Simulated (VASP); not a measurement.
# TiGe (Fm-3m) in VASP: vibrations by perturbation theory with PBEsol

Aim: the vibrations by perturbation theory of TiGe with PBEsol.

Program: VASP 6.6.1. These are calculated values, not measurements. Logs are shortened: lines on timing, memory, paths and dates and some standing lists are left out, and cuts for length are marked.

**1. The cell of the first run**

Symmetry: Fm-3m, No. 225, cubic system. Conventional cell: a = 5.123 Å, b = 5.123 Å, c = 5.123 Å, α = 90.00°, β = 90.00°, γ = 90.00°. Ti (site symmetry m-3m) has 6 Ge at 2.56 Å within 3.4 Å. Ge (site symmetry m-3m) has 6 Ti at 2.56 Å within 3.4 Å.

**2. Vibrations by perturbation theory, PBEsol**

File INCAR:

```
PREC = Accurate
ENCUT = 520
EDIFF = 1E-8
ISMEAR = -1
SIGMA = 0.15
LREAL = F
LASPH = T
NELM = 80
ALGO = Normal
ISIF = 2
LWAVE = F
LCHARG = F
GGA = PS
NBANDS = 20
IBRION = 8
NSW = 1
```

File KPOINTS:

```
regular mesh
0
Gamma
  10 10 10
```

File POSCAR:

```
TiGe
1.0
    0.0000000000      2.5615000000      2.5615000000
    2.5615000000      0.0000000000      2.5615000000
    2.5615000000      2.5615000000      0.0000000000
Ti Ge
1 1
Direct
    0.0000000000      0.0000000000      0.0000000000
    0.5000000000      0.5000000000      0.5000000000
```

Potentials or basis: VASP PAW PBE potentials, release 64 (Ti_sv, Ge_d).

On the command line:

```sh
cat potpaw_PBE.64/Ti_sv/POTCAR potpaw_PBE.64/Ge_d/POTCAR > POTCAR
mpirun -np 1 vasp_std > vasp.out
```

OUTCAR:

```text
PREC = Accurate
   ENCUT = 520
   EDIFF = 1E-8
   ISMEAR = -1
   LREAL = F
   LASPH = T
   NELM = 80
   ISIF = 2
   GGA = PS
   IBRION = 8
   NSW = 1

 ion  position               nearest neighbor table
   1  0.000  0.000  0.000-   2 2.56   2 2.56   2 2.56   2 2.56   2 2.56   2 2.56
   2  0.500  0.500  0.500-   1 2.56   1 2.56   1 2.56   1 2.56   1 2.56   1 2.56

  LATTYP: Found a face centered cubic cell.
 ALAT       =     5.1230000000

  Lattice vectors:

 A1 = (   0.0000000000,   2.5615000000,   2.5615000000)
 A2 = (   2.5615000000,   0.0000000000,   2.5615000000)
 A3 = (   2.5615000000,   2.5615000000,   0.0000000000)

Analysis of symmetry for initial positions (statically):
=====================================================================
 Subroutine PRICEL returns:
 Original cell was already a primitive cell.

 Routine SETGRP: Setting up the symmetry group for a
 face centered cubic supercell.

 Subroutine GETGRP returns: Found 48 space group operations
 (whereof 48 operations were pure point group operations)
 out of a pool of 48 trial point group operations.

The static configuration has the point symmetry O_h .

Analysis of symmetry for dynamics (positions and initial velocities):
=====================================================================
 Subroutine PRICEL returns:
 Original cell was already a primitive cell.

 Routine SETGRP: Setting up the symmetry group for a
 face centered cubic supercell.

 Subroutine GETGRP returns: Found 48 space group operations
 (whereof 48 operations were pure point group operations)
 out of a pool of 48 trial point group operations.

The dynamic configuration has the point symmetry O_h .

 Subroutine INISYM returns: Found 48 space group operations
 (whereof 48 operations are pure point group operations),
 and found     1 'primitive' translations

----------------------------------------------------------------------------------------

                                     Primitive cell

  volume of cell :      33.6134

  direct lattice vectors                    reciprocal lattice vectors
     0.000000000  2.561500000  2.561500000    -0.195198126  0.195198126  0.195198126
     2.561500000  0.000000000  2.561500000     0.195198126 -0.195198126  0.195198126
     2.561500000  2.561500000  0.000000000     0.195198126  0.195198126 -0.195198126

  length of vectors
     3.622508040  3.622508040  3.622508040     0.338093072  0.338093072  0.338093072

  position of ions in fractional coordinates (direct lattice)
     0.000000000  0.000000000  0.000000000
     0.500000000  0.500000000  0.500000000

  ion indices of the primitive-cell ions
   primitive index   ion index
                 1           1
                 2           2

----------------------------------------------------------------------------------------

 KPOINTS: regular mesh

Automatic generation of k-mesh.
 Grid dimensions read from file:
 generate k-points for:   10   10   10

 Generating k-lattice:

  Cartesian coordinates                     Fractional coordinates (reciprocal lattice)
    -0.019519813  0.019519813  0.019519813     0.100000000  0.000000000  0.000000000
     0.019519813 -0.019519813  0.019519813     0.000000000  0.100000000  0.000000000
     0.019519813  0.019519813 -0.019519813     0.000000000  0.000000000  0.100000000

  Length of vectors
     0.033809307  0.033809307  0.033809307

  Shift w.r.t. Gamma in fractional coordinates (k-lattice)
     0.000000000  0.000000000  0.000000000

[... 70 lines left out ...]
     AMIX_MAG =   1.60;   BMIX_MAG =  1.00
  volume/ion in A,a.u.               =      16.81       113.42
  Fermi-wavevector in a.u.,A,eV,Ry     =   1.502778  2.839839 30.726618  2.258343
  Thomas-Fermi vector in A             =   2.613975
   LORBIT       =      0    0 simple, 1 ext, 2 COOP (PROOUT), +10 PAW based schemes
   GGA     = PS    functional components
   LHFCALC =     F    Hartree Fock is set to
   AEXX    =    0.0000 exact exchange contribution
   IVDW    =     0    specifies the selected vdW correction
   LEPSILON=     F    determine dielectric tensor
   LRPA    =     F    only Hartree local field effects (RPA)
 non-spin polarized calculation
  energy-cutoff  :      520.00
  volume of cell :       33.61
 maximum number of plane-waves:       934
   NGX = 13   NGY = 13   NGZ = 13

--------------------------------------- Ionic step        1  -------------------------------------------

 number of electron      25.9999980 magnetization

 Free energy of the ion-electron system (eV)
  ---------------------------------------------------
  ext. energy  EPLUGINS =         0.00000000
  ---------------------------------------------------
  free energy    TOTEN  =       -14.36221525 eV

  energy without entropy =      -14.30502318  energy(sigma->0) =      -14.33361922

 E-fermi :   7.8688     XC(G=0): -11.8240

 val. band max:        7.8055692966   @ k =   0.1000   0.1000   0.0000
 cond. band min:       7.8774346882   @ k =   0.1000   0.1000   0.0000
 fundamental gap:      0.0718653916
 Fermi energy:         7.8688067821

 k-point     1 :       0.0000    0.0000    0.0000
  band No.  band energies     occupation
      1     -48.8981      2.00000
      2     -25.2471      2.00000
      3     -25.2471      2.00000
      4     -25.2471      2.00000
      5     -15.9248      2.00000
      6     -15.9248      2.00000
[... 541 lines left out ...]
     19      14.5657      0.00000
     20      17.1101      0.00000

 [... further k-points ...]

------------------------ aborting loop because EDIFF is reached ----------------------------------------

  FORCE on cell =-STRESS in cart. coord.  units (eV):
  Direction    XX          YY          ZZ          XY          YZ          ZX
  --------------------------------------------------------------------------------------
  -------------------------------------------------------------------------------------
  Total        0.0710829      0.0710829      0.0710829      0.0000000      0.0000000      0.0000000
  in kB        3.3881506      3.3881506      3.3881506      0.0000000      0.0000000      0.0000000
  external PRESSURE =       3.3881506 kB  Pullay stress =       0.0000000 kB

 VOLUME and BASIS-vectors are now :
 -----------------------------------------------------------------------------
  energy-cutoff  :      520.00
  volume of cell :       33.61
      direct lattice vectors                 reciprocal lattice vectors
     0.000000000  2.561500000  2.561500000    -0.195198126  0.195198126  0.195198126
     2.561500000  0.000000000  2.561500000     0.195198126 -0.195198126  0.195198126
     2.561500000  2.561500000  0.000000000     0.195198126  0.195198126 -0.195198126

 POSITION                                       TOTAL-FORCE (eV/Angst)
 -----------------------------------------------------------------------------------
      0.00000      0.00000      0.00000         0.000000     -0.000000      0.000000
      2.56150      2.56150      2.56150        -0.000000      0.000000     -0.000000
 -----------------------------------------------------------------------------------
    total drift:                                0.000000      0.000000      0.000000

  FREE ENERGIE OF THE ION-ELECTRON SYSTEM (eV)
  ---------------------------------------------------
  free  energy   TOTEN  =       -14.3622152484 eV

  energy  without entropy=      -14.3050231832  energy(sigma->0) =      -14.33361922

[... ionic steps 2 to 3 ...]

--------------------------------------- Ionic step        4  -------------------------------------------

------------------------ aborting loop because EDIFF is reached ----------------------------------------

[... ionic steps 5 to 6 ...]

--------------------------------------- Ionic step        7  -------------------------------------------

 Free energy of the ion-electron system (eV)
  ---------------------------------------------------
  ---------------------------------------------------
  free energy    TOTEN  =        -0.19383186 eV

  energy without entropy =       -0.19383187

------------------------ aborting loop because EDIFF is reached ----------------------------------------

 INTERNAL STRAIN TENSOR  FOR ION    2  DIRECTION 1   (eV/Angst):
 -----------------------------------------------------------------------------
    -0.01985 -0.00000  0.00000
    -0.00000  0.01017  0.00000
     0.00000  0.00000  0.01017

 INTERNAL STRAIN TENSOR FOR ION    2 for displacements in x,y,z  (eV/Angst):
          X           Y           Z          XY          YZ          ZX
  --------------------------------------------------------------------------------
  x     0.00000     0.00000     0.00000     0.00000     0.00000     0.00000
  y     0.00000     0.00000     0.00000     0.00000     0.00000     0.00000
  z     0.00000     0.00000     0.00000     0.00000     0.00000     0.00000

 SECOND DERIVATIVES (NOT SYMMETRIZED)
 ------------------------------------
               1X          1Y          1Z          2X          2Y          2Z
  1X    -9.704270    0.000000    0.000000    9.704270    0.000000    0.000000
  1Y     0.000000   -9.704270    0.000000    0.000000    9.704270    0.000000
  1Z     0.000000    0.000000   -9.704270    0.000000    0.000000    9.704270
  2X     9.683884    0.000000    0.000000   -9.683884    0.000000    0.000000
  2Y     0.000000    9.683884    0.000000    0.000000   -9.683884    0.000000
  2Z     0.000000    0.000000    9.683884    0.000000    0.000000   -9.683884

 Eigenvectors and eigenvalues of the dynamical matrix
 ----------------------------------------------------

   1 f  =    9.062564 THz    56.941768 2PiTHz  302.294592 cm-1    37.479736 meV
             X         Y         Z           dx          dy          dz
      0.000000  0.000000  0.000000    -0.000000   -0.000000    0.776612
      2.561500  2.561500  2.561500     0.000000   -0.000000   -0.629979
[... 21 lines left out ...]
   6 f/i=    0.004662 THz     0.029292 2PiTHz    0.155507 cm-1     0.019280 meV
             X         Y         Z           dx          dy          dz
      0.000000  0.000000  0.000000    -0.208493    0.584873    0.106435
      2.561500  2.561500  2.561500    -0.257022    0.721006    0.131208

--------------------------------------------------------------------------------------------------------

 ELASTIC MODULI CONTR FROM IONIC RELAXATION (kBar)
 Direction    XX          YY          ZZ          XY          YZ          ZX
 --------------------------------------------------------------------------------
 XX           0.0000      0.0000      0.0000      0.0000      0.0000      0.0000
 YY           0.0000      0.0000      0.0000      0.0000      0.0000      0.0000
 ZZ           0.0000      0.0000      0.0000      0.0000      0.0000      0.0000
 XY           0.0000      0.0000      0.0000      0.0000      0.0000      0.0000
 YZ           0.0000      0.0000      0.0000      0.0000      0.0000      0.0000
 ZX           0.0000      0.0000      0.0000      0.0000      0.0000      0.0000
 --------------------------------------------------------------------------------
```

Run time: 8.9 min. Hardware: 1 thread of Intel Xeon Platinum 8259CL at 2.50GHz (Skylake/Cascade Lake), shared host; peak memory 0.28 GiB.

What came out:

| Quantity | Value |
| --- | --- |
| Highest phonon frequency at Γ | 302 cm⁻¹ |

Phonon frequencies in cm⁻¹ (negative: imaginary):
```
              q point        frequencies
(0.000, 0.000, 0.000)  0 0 0 302 302 302
```

Caveat: the PAW data sets were made with another functional, which shifts forces and pressure a little.
